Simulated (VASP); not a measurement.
A run of VASP 6.6.1:

File POSCAR:

```
Pb
1.0
    3.5099930188      0.0000000000      0.0000000000
   -1.7549965094      3.0397431213      0.0000000000
    0.0000000000      0.0000000000      5.8194204343
Pb
2
Direct
    0.3333333333      0.6666666667      0.2500000000
    0.6666666667      0.3333333333      0.7500000000
```

Contents of INCAR.step1:

```
  PREC = Accurate
  ENCUT = 520
  ISMEAR = -1
  SIGMA = 0.15
  LREAL = False
  LASPH = True
  NELM = 100
  NBANDS = 21
  GGA = PE
  ALGO = Normal
  EDIFF = 1E-4
  LWAVE = True
  LCHARG = False
```

INCAR.step2

```
  PREC = Accurate
  ENCUT = 520
  EDIFF = 1E-7
  ISMEAR = -1
  SIGMA = 0.15
  LREAL = False
  LASPH = True
  NELM = 100
  ALGO = Normal
  ISIF = 2
  LWAVE = False
  LCHARG = True
  METAGGA = R2SCAN
  LMIXTAU = True
  LELF = True
  LVHAR = True
  NBANDS = 21
  ISTART = 1
```

File KPOINTS:

```
Automatic mesh
0
Gamma
  15 15 8
```

Potentials or basis: VASP PAW PBE potentials, release 64 (Pb_d).

Launch:

```console
$ cat potpaw_PBE.64/Pb_d/POTCAR > POTCAR
$ cp INCAR.step1 INCAR
$ mpirun -np 1 vasp_std > vasp.out
$ cp INCAR.step2 INCAR
$ mpirun -np 1 vasp_std > vasp.out
```

Hardware: 1 thread of Intel(R) Xeon(R) 6975P-C (Granite Rapids), with other jobs on the host.

Estimate the wall time of this run.

Run time: 4.9 min on 1 thread of Intel(R) Xeon(R) 6975P-C (Granite Rapids), on a shared host, peak memory 0.29 GiB. Counts: k points 135.
